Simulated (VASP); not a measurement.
# Se (Fm-3m) in VASP: notebook

Se is run at these levels: revPBE; tasks: single point.

Everything below comes from runs of VASP 6.6.1. Logs are shortened: lines on timing, memory, paths and dates and some standing lists are left out, and cuts for length are marked.

## (1) The cell of the first run

Symmetry: Fm-3m, No. 225, cubic system. Conventional cell: a = 4.370 Å, b = 4.370 Å, c = 4.370 Å, α = 90.00°, β = 90.00°, γ = 90.00°. Within 4.1 Å of Se (site symmetry m-3m) lie 12 Se at 3.09 Å.

This isn't the form of Se at room conditions, which is trigonal, of chains.

## (2) Single point, revPBE

File INCAR:

```
PREC = Accurate
ENCUT = 520
EDIFF = 1E-6
ISMEAR = -1
SIGMA = 0.1
LREAL = False
LASPH = True
NELM = 80
ALGO = Normal
ISIF = 2
LWAVE = False
LCHARG = False
GGA = RE
NBANDS = 9
```

File KPOINTS:

```
Automatic mesh
0
Gamma
  12 12 12
```

File POSCAR:

```
Se
1.0
    0.0000000000      2.1847815212      2.1847815212
    2.1847815212      0.0000000000      2.1847815212
    2.1847815212      2.1847815212      0.0000000000
Se
1
Direct
    0.0000000000      0.0000000000      0.0000000000
```

Potentials or basis: VASP PAW PBE potentials, release 64 (Se).

The run is started by

```
$ cat potpaw_PBE.64/Se/POTCAR > POTCAR
$ mpirun -np 1 vasp_std > vasp.out
```

OUTCAR:

```text
PREC = Accurate
   ENCUT = 520
   EDIFF = 1E-6
   ISMEAR = -1
   LREAL = False
   LASPH = True
   NELM = 80
   ISIF = 2
   GGA = RE

 ion  position               nearest neighbor table
   1  0.000  0.000  0.000-

  LATTYP: Found a face centered cubic cell.
 ALAT       =     4.3695630424

  Lattice vectors:

 A1 = (   0.0000000000,   2.1847815212,   2.1847815212)
 A2 = (   2.1847815212,   0.0000000000,   2.1847815212)
 A3 = (   2.1847815212,   2.1847815212,   0.0000000000)

Analysis of symmetry for initial positions (statically):
=====================================================================
 Subroutine PRICEL returns:
 Original cell was already a primitive cell.

 Routine SETGRP: Setting up the symmetry group for a
 face centered cubic supercell.

 Subroutine GETGRP returns: Found 48 space group operations
 (whereof 48 operations were pure point group operations)
 out of a pool of 48 trial point group operations.

The static configuration has the point symmetry O_h .

Analysis of symmetry for dynamics (positions and initial velocities):
=====================================================================
 Subroutine PRICEL returns:
 Original cell was already a primitive cell.

 Routine SETGRP: Setting up the symmetry group for a
 face centered cubic supercell.

 Subroutine GETGRP returns: Found 48 space group operations
 (whereof 48 operations were pure point group operations)
 out of a pool of 48 trial point group operations.

The dynamic configuration has the point symmetry O_h .

 Subroutine INISYM returns: Found 48 space group operations
 (whereof 48 operations are pure point group operations),
 and found     1 'primitive' translations

----------------------------------------------------------------------------------------

                                     Primitive cell

  volume of cell :      20.8571

  direct lattice vectors                    reciprocal lattice vectors
     0.000000000  2.184781521  2.184781521    -0.228855835  0.228855835  0.228855835
     2.184781521  0.000000000  2.184781521     0.228855835 -0.228855835  0.228855835
     2.184781521  2.184781521  0.000000000     0.228855835  0.228855835 -0.228855835

  length of vectors
     3.089747658  3.089747658  3.089747658     0.396389934  0.396389934  0.396389934

  position of ions in fractional coordinates (direct lattice)
     0.000000000  0.000000000  0.000000000

  ion indices of the primitive-cell ions
   primitive index   ion index
                 1           1

----------------------------------------------------------------------------------------

 KPOINTS: Automatic mesh

Automatic generation of k-mesh.
 Grid dimensions read from file:
 generate k-points for:   12   12   12

 Generating k-lattice:

  Cartesian coordinates                     Fractional coordinates (reciprocal lattice)
    -0.019071320  0.019071320  0.019071320     0.083333333  0.000000000  0.000000000
     0.019071320 -0.019071320  0.019071320     0.000000000  0.083333333  0.000000000
     0.019071320  0.019071320 -0.019071320     0.000000000  0.000000000  0.083333333

  Length of vectors
     0.033032495  0.033032495  0.033032495

  Shift w.r.t. Gamma in fractional coordinates (k-lattice)
     0.000000000  0.000000000  0.000000000

 Subroutine IBZKPT returns following result:
 ===========================================

 Found     72 irreducible k-points:

 Following reciprocal coordinates:
            Coordinates               Weight
  0.000000  0.000000  0.000000      1.000000
  0.083333  0.000000  0.000000      8.000000
  0.166667  0.000000  0.000000      8.000000
  0.250000  0.000000  0.000000      8.000000
  0.333333  0.000000  0.000000      8.000000
  0.416667  0.000000  0.000000      8.000000
[... 16 lines left out ...]
  0.500000  0.166667  0.000000     24.000000
 -0.416667  0.166667  0.000000     24.000000
 [... further k-points ...]
   k-points           NKPTS =     72   k-points in BZ     NKDIM =     72   number of bands    NBANDS=      9
   number of dos      NEDOS =    301   number of ions     NIONS =      1
   total plane-waves  NPLWV =  13824
   dimension x,y,z NGX =    24 NGY =   24 NGZ =   24
   dimension x,y,z NGXF=    48 NGYF=   48 NGZF=   48
   ions per type =               1
   NGX,Y,Z   is equivalent  to a cutoff of  12.91, 12.91, 12.91 a.u.
   NGXF,Y,Z  is equivalent  to a cutoff of  25.83, 25.83, 25.83 a.u.
 SYSTEM =  unknown system
   PREC   = accura    normal or accurate (medium, high low for compatibility)
   ISTART =      0    job   : 0-new  1-cont  2-samecut
   ICHARG =      2    charge: 1-file 2-atom 10-const
   ISPIN  =      1    spin polarized calculation?
   LNONCOLLINEAR =      F non collinear calculations
   LSORBIT =      F    spin-orbit coupling
   LASPH  =      T    aspherical Exc in radial PAW
   ENCUT  =  520.0 eV  38.22 Ry    6.18 a.u.   5.74  5.74  5.74*2*pi/ulx,y,z
   NELM   =     80;   NELMIN=  2; NELMDL= -5     # of ELM steps
   EDIFF  = 0.1E-05   stopping-criterion for ELM
   LREAL  =      F    real-space projection
   EDIFFG = 0.1E-04   stopping-criterion for IOM
   NSW    =      0    number of steps for IOM
   IBRION =     -1    ionic relax: 0-MD 1-quasi-New 2-CG
   NFREE  =      0    steps in history (QN), initial steepest desc. (CG)
   ISIF   =      2    stress and relaxation
   ISYM   =      2    0-nonsym 1-usesym 2-fastsym
   POTIM  = 0.5000    time-step for ionic-motion
   TEBEG  =    0.0;   TEEND  =   0.0 temperature during run
   PSTRESS=    0.0 pullay stress
   NELECT =       6.0000    total number of electrons
   NUPDOWN=      -1.0000    fix difference up-down
   EMIN   =  10.00;   EMAX   =-10.00  energy-range for DOS
   EFERMI =   0.00;   METHOD = LEGACY
   ISMEAR =    -1;   SIGMA  =   0.10  broadening in eV -4-tet -1-fermi 0-gaus
   EFERMI_NEDOS =   21; number of points for ismear=-14 and -15
   IALGO  =     38    algorithm
   IMIX   =      4    mixing-type and parameters
     AMIX     =   0.40;   BMIX     =  1.00
     AMIX_MAG =   1.60;   BMIX_MAG =  1.00
  volume/ion in A,a.u.               =      20.86       140.75
  Fermi-wavevector in a.u.,A,eV,Ry     =   1.080705  2.042237 15.890567  1.167924
  Thomas-Fermi vector in A             =   2.216703
   LORBIT       =      0    0 simple, 1 ext, 2 COOP (PROOUT), +10 PAW based schemes
   GGA     = RE    functional components
   LHFCALC =     F    Hartree Fock is set to
   AEXX    =    0.0000 exact exchange contribution
   IVDW    =     0    specifies the selected vdW correction
   LEPSILON=     F    determine dielectric tensor
   LRPA    =     F    only Hartree local field effects (RPA)
 non-spin polarized calculation
  energy-cutoff  :      520.00
  volume of cell :       20.86
 maximum number of plane-waves:       588
   NGX = 11   NGY = 11   NGZ = 11

 number of electron       6.0000001 magnetization

 Free energy of the ion-electron system (eV)
  ---------------------------------------------------
  ext. energy  EPLUGINS =         0.00000000
  ---------------------------------------------------
  free energy    TOTEN  =        -2.42917634 eV

  energy without entropy =       -2.39769182  energy(sigma->0) =       -2.41343408

 E-fermi :   5.1704     XC(G=0): -10.4450

 val. band max:        5.1567816846   @ k =   0.1667   0.0000   0.0000
 cond. band min:       5.1777724335   @ k =   0.4167   0.1667   0.0833
 fundamental gap:      0.0209907489
 Fermi energy:         5.1704065330

 k-point     1 :       0.0000    0.0000    0.0000
  band No.  band energies     occupation
      1     -10.6361      2.00000
      2       8.0789      0.00000
      3       8.0789      0.00000
      4       8.0789      0.00000
      5      16.0073      0.00000
      6      17.1431      0.00000
      7      17.1431      0.00000
      8      17.1431      0.00000
      9      20.6312      0.00000

 k-point     2 :       0.0833    0.0000    0.0000
  band No.  band energies     occupation
      1     -10.5027      2.00000
      2       7.1602      0.00000
      3       7.9720      0.00000
      4       7.9720      0.00000
      5      16.1585      0.00000
      6      17.1001      0.00000
      7      17.3909      0.00000
      8      17.3909      0.00000
      9      21.8210      0.00000

 k-point     3 :       0.1667    0.0000    0.0000
  band No.  band energies     occupation
      1     -10.1102      2.00000
      2       5.1568      1.06802
      3       7.7056      0.00000
      4       7.7056      0.00000
      5      15.2710      0.00000
      6      17.8243      0.00000
      7      17.8243      0.00000
      8      18.6734      0.00000
      9      20.9443      0.00000

 k-point     4 :       0.2500    0.0000    0.0000
  band No.  band energies     occupation
      1      -9.4861      2.00000
      2       2.9268      2.00000
      3       7.3893      0.00000
      4       7.3893      0.00000
      5      14.4940      0.00000
      6      17.5969      0.00000
      7      17.5969      0.00000
      8      20.2469      0.00000
      9      21.4712      0.00000
[... 205 lines left out ...]
 k-point    22 :       0.4167    0.1667    0.0000
  band No.  band energies     occupation
      1      -8.0260      2.00000
      2       0.6221      2.00000
      3       5.2388      0.67095
      4       5.9656      0.00070
      5      13.4336      0.00000
      6      16.2891      0.00000
      7      18.8975      0.00000
      8      19.4028      0.00000
      9      23.9071      0.00000

 k-point    23 :       0.5000    0.1667    0.0000
  band No.  band energies     occupation
      1      -7.3861      2.00000
      2      -0.5560      2.00000
      3       4.6981      1.98238
      4       6.0608      0.00027
      5      13.4045      0.00000
      6      16.4956      0.00000
      7      18.2373      0.00000
      8      20.9179      0.00000
      9      23.6116      0.00000

 k-point    24 :      -0.4167    0.1667    0.0000
  band No.  band energies     occupation
      1      -7.2781      2.00000
      2      -0.7300      2.00000
      3       4.3407      1.99950
      4       6.3412      0.00002
      5      13.7305      0.00000
      6      16.4700      0.00000
      7      17.8323      0.00000
      8      22.1520      0.00000
      9      23.9224      0.00000

 [... further k-points ...]

------------------------ aborting loop because EDIFF is reached ----------------------------------------

  FORCE on cell =-STRESS in cart. coord.  units (eV):
  Direction    XX          YY          ZZ          XY          YZ          ZX
  --------------------------------------------------------------------------------------
  -------------------------------------------------------------------------------------
  Total       -0.0121338     -0.0121338     -0.0121338     -0.0000000     -0.0000000     -0.0000000
  in kB       -0.9320811     -0.9320811     -0.9320811     -0.0000000     -0.0000000     -0.0000000
  external PRESSURE =      -0.9320811 kB  Pullay stress =       0.0000000 kB

 VOLUME and BASIS-vectors are now :
 -----------------------------------------------------------------------------
  energy-cutoff  :      520.00
  volume of cell :       20.86
      direct lattice vectors                 reciprocal lattice vectors
     0.000000000  2.184781521  2.184781521    -0.228855835  0.228855835  0.228855835
     2.184781521  0.000000000  2.184781521     0.228855835 -0.228855835  0.228855835
     2.184781521  2.184781521  0.000000000     0.228855835  0.228855835 -0.228855835

 POSITION                                       TOTAL-FORCE (eV/Angst)
 -----------------------------------------------------------------------------------
      0.00000      0.00000      0.00000         0.000000      0.000000      0.000000
 -----------------------------------------------------------------------------------
    total drift:                                0.000000     -0.000000     -0.000000

  FREE ENERGIE OF THE ION-ELECTRON SYSTEM (eV)
  ---------------------------------------------------
  free  energy   TOTEN  =        -2.4291763377 eV

  energy  without entropy=       -2.3976918249  energy(sigma->0) =       -2.41343408
```

It took 10 s on 1 thread of Intel Xeon 8259CL, shared host; peak memory 0.14 GiB.

What came out:

```yaml
Free_energy: -2.4292 eV
Pressure: -0.1 GPa
Band_gap_on_the_k_mesh: zero (bands 3 and 4 overlap by 5.03 eV)
```

Caveat: the PAW data sets were made with another functional, which shifts forces and pressure a little.

## (3) Single point, revPBE (18.35 Å³/atom)

This run uses another cell than the first one, of 18.35 Å³/atom.

File INCAR:

```
SYSTEM = Se
ALGO = Normal
EDIFF = 1E-6
ENCUT = 520
GGA = RE
ISIF = 2
ISMEAR = -1
LASPH = .True.
LCHARG = .True.
LELF = .True.
LREAL = .False.
LVHAR = .True.
LWAVE = .False.
NBANDS = 9
NELM = 100
PREC = Accurate
SIGMA = 0.1
```

File KPOINTS:

```
k-points
0
Gamma
  14 14 14
  0 0 0
```

File POSCAR:

```
Se
1.0
    0.0000000000      2.0936411128      2.0936411128
    2.0936411128      0.0000000000      2.0936411128
    2.0936411128      2.0936411128      0.0000000000
Se
1
Direct
    0.0000000000      0.0000000000      0.0000000000
```

Potentials or basis: VASP PAW PBE potentials, release 64 (Se).

The run is started by

```
$ cat potpaw_PBE.64/Se/POTCAR > POTCAR
$ mpirun -np 1 vasp_std > vasp.out
```

It took 16 s on 1 thread of Intel Xeon 8259CL, shared host; peak memory 0.15 GiB.

It converged, with:

```
Free energy            : -2.3533 eV
Pressure               : 10.6 GPa
Band gap on the k mesh : zero (bands 3 and 4 overlap by 6.20 eV)
```

Levels at points of the mesh, in eV from the Fermi level:
| k point | band 1 | band 2 | band 3 | band 4 | band 5 | band 6 | band 7 |
| --- | --- | --- | --- | --- | --- | --- | --- |
| (0.00, 0.00, 0.00) | -17.01 | 3.59 | 3.59 | 3.59 | 12.19 | 12.19 | 12.19 |
| (0.50, 0.00, 0.00) | -13.19 | -7.59 | 2.11 | 2.11 | 8.88 | 11.21 | 11.21 |
| (0.50, 0.50, 0.00) | -11.66 | -6.61 | -0.91 | -0.91 | 4.76 | 5.58 | 23.83 |

Caveat: the cell stands under pressure; the PAW data sets were made with another functional, which shifts forces and pressure a little.

(Part 1 of 2 ends here.)

The gap in the log of VASP goes by the Fermi energy; the results here count the filled bands.